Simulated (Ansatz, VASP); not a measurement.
# One calculation of Ni, two programs

```xyz
1
Lattice="0.0000 1.7376 1.7376 1.7376 0.0000 1.7376 1.7376 1.7376 0.0000" Properties=species:S:1:pos:R:3 pbc="T T T"
Ni    0.0000    0.0000    0.0000
```

Alike in both runs: task single point; functional PBE; k mesh 11 × 11 × 11; occupations fermi-dirac, width 0.05 eV; collinear spin; fixed moment 2 μB.

|  | VASP | Ansatz |
| --- | --- | --- |
| version | VASP 6.6.1 | Ansatz 0.2.0 |
| potentials or method | VASP PAW PBE potentials, release 64 (Ni) | Ansatz PAW |
| plane-wave cutoff (eV) | 520 | 420 |
| valence electrons in the cell | 10 | 18 |

Ansatz gave:

| Property | Result |
| --- | --- |
| net moment per atom (μB) | 2.00 |
| size of the moment on the site where the two differ most (μB) | 1.80 |

What did VASP give for the same quantities?

net moment per atom (μB): 2.00; size of the moment on the site where the two differ most (μB): 1.89.

Site moments also hang on the region over which each program counts them. With one functional, cell and mesh, what is left measures potentials, basis and numerics. VASP's potentials hold 10 valence electrons a cell and Ansatz's 18, so a difference there can come from the potentials and not from the codes.
